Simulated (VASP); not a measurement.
Crystal: BP.

```xyz
2
Lattice="0.0000 2.2003 2.2961 2.2003 0.0000 2.2961 2.2003 2.2003 0.0000" Properties=species:S:1:pos:R:3 pbc="T T T"
B     0.0000    0.0000    0.0000
P     1.1001    1.1001    1.1481
```

This cell differs from its parent crystal: epitaxial xy strain -3.0%.

Base run:

- Program: VASP 6.6.1
- Functional: PBE
- Potentials or basis: VASP PAW PBE potentials, release 64 (B, P)
- Cutoff: 520 eV
- k mesh: 10 × 10 × 10
- Occupations: fermi-dirac, width 0.02 eV
- Spin: no spin polarisation

Its results: band gap on the k mesh 0.84 eV, indirect (least direct gap 3.26 eV); pressure 9.9 GPa.

Question: The run is repeated on the same cell with these changes: k mesh from 10 × 10 × 10 to 6 × 6 × 6; occupations from fermi-dirac, width 0.02 eV to gaussian, width 0.01 eV. What comes out?

Answer: Band gap on the k mesh 0.93 eV, indirect (least direct gap 3.26 eV); pressure 10.0 GPa.

A k mesh can miss the band edges.
